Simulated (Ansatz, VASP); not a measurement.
**Two plane-wave programs on Al32Cu**

```
Al Cu
1.0
     8.10000    0.00000    0.00000
     0.00000    8.10000    0.00000
     0.00000    0.00000    8.10000
Al Cu
32 1
Direct
  0.50347 0.99704 0.99666
  0.75043 0.25027 0.99033
  0.75045 0.99048 0.24983
  0.99672 0.99671 0.99635
  0.24976 0.24977 0.96044
  0.50310 0.50308 0.99703
  0.75017 0.75016 0.99657
  0.24984 0.96186 0.25009
  0.53999 0.24976 0.25014
  0.75043 0.50971 0.24984
  0.50365 0.99684 0.50325
  0.75044 0.25028 0.50956
  0.75019 0.99708 0.74990
  0.99703 0.50347 0.99664
  0.25028 0.75041 0.99034
  0.96190 0.24985 0.25009
  0.24975 0.53994 0.25014
  0.50971 0.75041 0.24984
  0.99656 0.99655 0.50353
  0.24981 0.24982 0.53850
  0.50333 0.50332 0.50291
  0.75018 0.75018 0.50306
  0.25029 0.99049 0.74975
  0.50969 0.25026 0.74976
  0.75016 0.50354 0.74991
  0.99048 0.75043 0.24983
  0.99683 0.50366 0.50326
  0.25029 0.75042 0.50956
  0.99049 0.25028 0.74975
  0.25028 0.50969 0.74976
  0.50355 0.75015 0.74991
  0.99709 0.75018 0.74990
  0.25102 0.25097 0.24943
```

Alike in both runs: functional PBEsol; k mesh 2 × 2 × 2; occupations gaussian, width 0.15 eV; no spin polarisation.

Ansatz relaxed the structure, and its values are those at the end. VASP's run is a single point on that final structure, the one shown.

```csv
,VASP,Ansatz
version,VASP 6.6.1,Ansatz 0.2.0
potentials or method,"VASP PAW PBE potentials, release 64 (Al, Cu), cutoff 520 eV","scalar-relativistic, plane waves, PAW"
valence electrons in the cell,107,115
```

```csv
,VASP,Ansatz,Ansatz less VASP
rms of the force components (eV/Å),0.009,0.010,+0.0009
```

VASP's potentials were made for PBE, not for PBEsol, and Ansatz warns of the same on its side. VASP's potentials hold 107 valence electrons a cell and Ansatz's 115, so a difference there can come from the potentials and not from the codes.

The k mesh is coarse, so the values compare programs but aren't converged.
